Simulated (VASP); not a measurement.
# OH2 in VASP: single point with PBE+D3(BJ)

Aim: the single point of OH2 with PBE+D3(BJ).

Program: VASP 6.6.1. These are calculated values, not measurements. Logs are shortened: lines on timing, memory, paths and dates and some standing lists are left out, and cuts for length are marked.

### 1 The cell of the first run

The cell holds a molecule in a box, 3 atoms: a = 5.710 Å, b = 5.710 Å, c = 24.057 Å, α = 90.00°, β = 90.00°, γ = 90.00°.

### 2 Single point, PBE+D3(BJ)

File INCAR:

```
SYSTEM = H2O
  PREC = Accurate
  ENCUT = 520
  EDIFF = 1E-7
  ISMEAR = 0
  SIGMA = 0.1
  LREAL = .False.
  LASPH = .True.
  NELM = 100
  ALGO = Normal
  ISIF = 2
  LWAVE = .False.
  LCHARG = .True.
  LDIPOL = .True.
  IDIPOL = 3
  DIPOL = 0.5 0.5 0.678
  GGA = PE
  IVDW = 12
  LELF = .True.
  LVHAR = .True.
  LVACPOTAV = .True.
  NBANDS = 11
```

File KPOINTS:

```
regular mesh
0
Gamma
  4 4 1
  0 0 0
```

File POSCAR:

```
H2O
1.0
    5.7102790045      0.0000000000      0.0000000000
    0.0000000000      5.7102790045      0.0000000000
    0.0000000000      0.0000000000     24.0566655098
O H
1 2
Direct
    0.0008221322      0.2499667580      0.6622205411
    0.1435895797      0.2490312632      0.6851195642
   -0.1408669696      0.2493615933      0.6854782102
```

Potentials or basis: VASP PAW PBE potentials, release 64 (O, H).

Started as:

```
cat potpaw_PBE.64/O/POTCAR potpaw_PBE.64/H/POTCAR > POTCAR
mpirun -np 1 vasp_std > vasp.out
```

OUTCAR:

```text
SYSTEM = H2O
   PREC = Accurate
   ENCUT = 520
   EDIFF = 1E-7
   ISMEAR = 0
   LREAL = .False.
   LASPH = .True.
   NELM = 100
   ISIF = 2
   GGA = PE
   IVDW = 12
 IVDW          = 12

 ion  position               nearest neighbor table
   1  0.001  0.250  0.662-   3 0.98   2 0.98
   2  0.144  0.249  0.685-   1 0.98
   3  0.859  0.249  0.685-   1 0.98

  LATTYP: Found a simple tetragonal cell.
 ALAT       =     5.7102790045
 C/A-ratio  =     4.2128704203

  Lattice vectors:

 A1 = (   5.7102790045,   0.0000000000,   0.0000000000)
 A2 = (   0.0000000000,   5.7102790045,   0.0000000000)
 A3 = (   0.0000000000,   0.0000000000,  24.0566655098)

Analysis of symmetry for initial positions (statically):
=====================================================================
 Subroutine PRICEL returns:
 Original cell was already a primitive cell.

 Routine SETGRP: Setting up the symmetry group for a
 simple tetragonal supercell.

 Subroutine GETGRP returns: Found  1 space group operations
 (whereof  1 operations were pure point group operations)
 out of a pool of 16 trial point group operations.

The static configuration has the point symmetry C_1 .

Analysis of symmetry for dynamics (positions and initial velocities):
=====================================================================
 Subroutine PRICEL returns:
 Original cell was already a primitive cell.

 Routine SETGRP: Setting up the symmetry group for a
 simple tetragonal supercell.

 Subroutine GETGRP returns: Found  1 space group operations
 (whereof  1 operations were pure point group operations)
 out of a pool of 16 trial point group operations.

The dynamic configuration has the point symmetry C_1 .

 Subroutine INISYM returns: Found  1 space group operations
 (whereof  1 operations are pure point group operations),
 and found     1 'primitive' translations

----------------------------------------------------------------------------------------

                                     Primitive cell

  volume of cell :     784.4226

  direct lattice vectors                    reciprocal lattice vectors
     5.710279005  0.000000000  0.000000000     0.175122792  0.000000000  0.000000000
     0.000000000  5.710279005  0.000000000     0.000000000  0.175122792  0.000000000
     0.000000000  0.000000000 24.056665510     0.000000000  0.000000000  0.041568521

[... 80 lines left out ...]
   PSTRESS=    0.0 pullay stress
   NELECT =       8.0000    total number of electrons
   NUPDOWN=      -1.0000    fix difference up-down
   EMIN   =  10.00;   EMAX   =-10.00  energy-range for DOS
   EFERMI =   0.00;   METHOD = LEGACY
   ISMEAR =     0;   SIGMA  =   0.10  broadening in eV -4-tet -1-fermi 0-gaus
   EFERMI_NEDOS =   21; number of points for ismear=-14 and -15
   IALGO  =     38    algorithm
   IMIX   =      4    mixing-type and parameters
     AMIX     =   0.40;   BMIX     =  1.00
     AMIX_MAG =   1.60;   BMIX_MAG =  1.00
  volume/ion in A,a.u.               =     261.47      1764.51
  Fermi-wavevector in a.u.,A,eV,Ry     =   0.355022  0.670894  1.714883  0.126040
  Thomas-Fermi vector in A             =   1.270519
   LORBIT       =      0    0 simple, 1 ext, 2 COOP (PROOUT), +10 PAW based schemes
   GGA     = PE    functional components
   LHFCALC =     F    Hartree Fock is set to
   AEXX    =    0.0000 exact exchange contribution
   IVDW    =    12    specifies the selected vdW correction
   LEPSILON=     F    determine dielectric tensor
   LRPA    =     F    only Hartree local field effects (RPA)
 non-spin polarized calculation
 Gauss-broadening in eV      SIGMA  =   0.10
  energy-cutoff  :      520.00
  volume of cell :      784.42
 maximum number of plane-waves:     21165
   NGX = 21   NGY = 21   NGZ = 89

 number of electron       7.9999995 magnetization

 dipolmoment           0.000000      0.000000     -0.330803 electrons x Angstroem

 Free energy of the ion-electron system (eV)
  ---------------------------------------------------
  ext. energy  EPLUGINS =         0.00000000
  ---------------------------------------------------
  free energy    TOTEN  =       -14.14015864 eV

  energy without entropy =      -14.14015864  energy(sigma->0) =      -14.14015864

 E-fermi :  -6.5660     XC(G=0):  -0.6242

 val. band max:       -7.0660322470   @ k =   0.5000   0.0000   0.0000
 cond. band min:      -1.8521630057   @ k =   0.0000   0.0000   0.0000
 fundamental gap:      5.2138692413
 Fermi energy:        -6.5659585611

 k-point     1 :       0.0000    0.0000    0.0000
  band No.  band energies     occupation
      1     -24.9951      2.00000
      2     -13.2346      2.00000
      3      -8.8450      2.00000
      4      -7.0694      2.00000
      5      -1.8522      0.00000
      6      -0.5726      0.00000
      7       0.0444      0.00000
      8       0.8403      0.00000
      9       1.1428      0.00000
     10       1.9474      0.00000
     11       2.1153      0.00000
[... 113 lines left out ...]
 k-point    10 :       0.5000    0.5000    0.0000
  band No.  band energies     occupation
      1     -24.9945      2.00000
      2     -13.2468      2.00000
      3      -8.8377      2.00000
      4      -7.0923      2.00000
      5      -0.1396      0.00000
      6       0.1468      0.00000
      7       1.1332      0.00000
      8       1.1880      0.00000
      9       1.6984      0.00000
     10       1.7253      0.00000
     11       1.8251      0.00000

------------------------ aborting loop because EDIFF is reached ----------------------------------------

 Edisp (eV)   -0.01210

 E8    (eV) :    -0.0026

  FORCE on cell =-STRESS in cart. coord.  units (eV):
  Direction    XX          YY          ZZ          XY          YZ          ZX
  --------------------------------------------------------------------------------------
  -------------------------------------------------------------------------------------
  Total      -1.43250    -0.01235    -0.08638     0.00166    -0.00072     0.00332
  in kB      -2.92587    -0.02523    -0.17642     0.00339    -0.00147     0.00679
  external pressure =       -1.04 kB  Pullay stress =        0.00 kB

 VOLUME and BASIS-vectors are now :
 -----------------------------------------------------------------------------
  energy-cutoff  :      520.00
  volume of cell :      784.42
      direct lattice vectors                 reciprocal lattice vectors
     5.710279005  0.000000000  0.000000000     0.175122792  0.000000000  0.000000000
     0.000000000  5.710279005  0.000000000     0.000000000  0.175122792  0.000000000
     0.000000000  0.000000000 24.056665510     0.000000000  0.000000000  0.041568521

 POSITION                                       TOTAL-FORCE (eV/Angst)
 -----------------------------------------------------------------------------------
      0.00469      1.42738     15.93082         0.007901      0.001306      0.074154
      0.81994      1.42204     16.48169        -0.898381      0.000302     -0.035621
      4.90589      1.42392     16.49032         0.890481     -0.001609     -0.038533
 -----------------------------------------------------------------------------------
    total drift:                                0.000391     -0.000089      0.000094

  FREE ENERGIE OF THE ION-ELECTRON SYSTEM (eV)
  ---------------------------------------------------
  free  energy   TOTEN  =       -14.1522615074 eV

  energy  without entropy=      -14.1522615074  energy(sigma->0) =      -14.15226151

 vacuum level on the upper side and lower side of the slab        -0.771         1.065
```

OSZICAR:

```text
N       E                     dE             d eps       ncg     rms          rms(c)
DAV:   1     0.433632298291E+02    0.43363E+02   -0.21938E+03   308   0.378E+02
DAV:   2    -0.101395658047E+02   -0.53503E+02   -0.50470E+02   332   0.100E+02
DAV:   3    -0.160629401954E+02   -0.59234E+01   -0.59173E+01   276   0.368E+01
[... 16 lines left out ...]
DAV:  20    -0.141401571558E+02   -0.51398E-05   -0.13758E-07   235   0.148E-03    0.145E-04
DAV:  21    -0.141401581097E+02   -0.95390E-06   -0.17523E-08   235   0.582E-04    0.153E-04
DAV:  22    -0.141401584515E+02   -0.34186E-06   -0.48746E-09   241   0.320E-04    0.267E-05
DAV:  23    -0.141401585690E+02   -0.11748E-06   -0.14748E-09   229   0.138E-04    0.348E-05
DAV:  24    -0.141401586423E+02   -0.73272E-07   -0.69802E-10   246   0.108E-04
   1 F= -.14152262E+02 E0= -.14152262E+02  d E =-.258212E-12
```

stdout:

```text
POSCAR found type information on POSCAR O H
 POSCAR found :  2 types and       3 ions
 scaLAPACK will be used
 LDA part: xc-table for (Slater+PW92), standard interpolation
 POSCAR, INCAR and KPOINTS ok, starting setup
 FFT: planning ... GRIDC
 FFT: planning ... GRID_SOFT
 FFT: planning ... GRID
 WAVECAR not read
 entering main loop
 -----------------------------------------------------------------------------
|                                                                             |
|           W    W    AA    RRRRR   N    N  II  N    N   GGGG   !!!           |
|           W    W   A  A   R    R  NN   N  II  NN   N  G    G  !!!           |
|           W    W  A    A  R    R  N N  N  II  N N  N  G       !!!           |
|           W WW W  AAAAAA  RRRRR   N  N N  II  N  N N  G  GGG   !            |
|           WW  WW  A    A  R   R   N   NN  II  N   NN  G    G                |
|           W    W  A    A  R    R  N    N  II  N    N   GGGG   !!!           |
|                                                                             |
|     Did not find any points to average over, which means that no vacuum     |
|     field-free region was found. Please increase the size of  your cell     |
|     in the dimension of the dipole correction to obtain accurate            |
|     workfunction values.                                                    |
|                                                                             |
 -----------------------------------------------------------------------------
```

It took 4.8 min on 1 thread of Intel Xeon 8259CL, shared host; peak memory 0.69 GiB.

Results:

- Free energy: -14.1523 eV
- Largest force: 0.899 eV/Å
- Gap between the frontier levels: 5.21 eV, indirect (the least direct gap lies 3.4 meV higher)
- Dispersion energy per atom: -0.004 eV

Forces on the atoms (eV/Å):
```
O    0.008  0.001  0.074
H   -0.898  0.000 -0.036
H    0.890 -0.002 -0.039
```
